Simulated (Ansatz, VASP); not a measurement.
One calculation of Mo, two programs

INCAR

```
ALGO     = Normal         # electronic algorithm
EDIFF    = 1E-6           # SCF threshold, eV
ENCUT    = 520            # plane-wave cutoff, eV
GGA      = PE             # functional
ISIF     = 2              # what is computed and relaxed
ISMEAR   = -1             # smearing method
LASPH    = T              # aspherical terms in the spheres
LCHARG   = F              # write CHGCAR
LREAL    = F              # projectors in reciprocal space
LWAVE    = F              # write WAVECAR
NBANDS   = 21             # bands
NELM     = 100            # most SCF steps
PREC     = Accurate       # precision mode
SIGMA    = 0.1            # smearing width, eV
```

KPOINTS

```
k-points
0
Gamma
  15 15 8
```

File POSCAR:

```
Mo
1.0
   -1.8921944514      1.8920433355      1.3085562794
    1.8920433355     -1.8921944514      1.3085562794
    3.1167702812      3.1167702812     -1.3088330484
Mo
2
Direct
    0.9999597933      0.0000402067      0.0000000000
    0.7500402067      0.2499597933      0.5000000000
```

Input for Ansatz:

```yaml
crystal:
  lattice:
    - [-1.8921944514, 1.8920433355, 1.3085562794]
    - [1.8920433355, -1.8921944514, 1.3085562794]
    - [3.1167702812, 3.1167702812, -1.3088330484]
  atoms:
    - { symbol: Mo, position: [0.9999597933, 4.02067e-05, 0.0] }
    - { symbol: Mo, position: [0.7500402067, 0.2499597933, 0.5] }
hamiltonian:
  xc: pbe
  pseudopotentials:
    kind: paw
    azcp:
      Mo: "pseudopotentials/Mo.paw.azcp"
basis:
  ecutwfc: 420
  fft_grid_basis: typed
kpoints:
  mp_grid: { grid: [15, 15, 8], shift: [0, 0, 0] }
magnetization:
  spin_polarized: false
scf:
  occupations: { method: fermi_dirac, width: 0.1 }
  lower_state_search: "off"
output:
  stress: true
```

Alike in both runs: task single point; functional PBE; k mesh 15 × 15 × 8; occupations fermi-dirac, width 0.1 eV; no spin polarisation.

```csv
,VASP,Ansatz
version,VASP 6.6.1,Ansatz 0.2.0
potentials or method,"VASP PAW PBE potentials, release 64 (Mo_sv), cutoff 520 eV","plane waves (420 eV) with PAW, scalar-relativistic"
valence electrons in the cell,28,28
```

|  | VASP | Ansatz | Ansatz less VASP |
| --- | --- | --- | --- |
| pressure (GPa) | 11.3 | 10.7 | -0.57 |
| traceless stress, the component that is largest in VASP (GPa) | 0.63 | 0.57 | -0.053 |
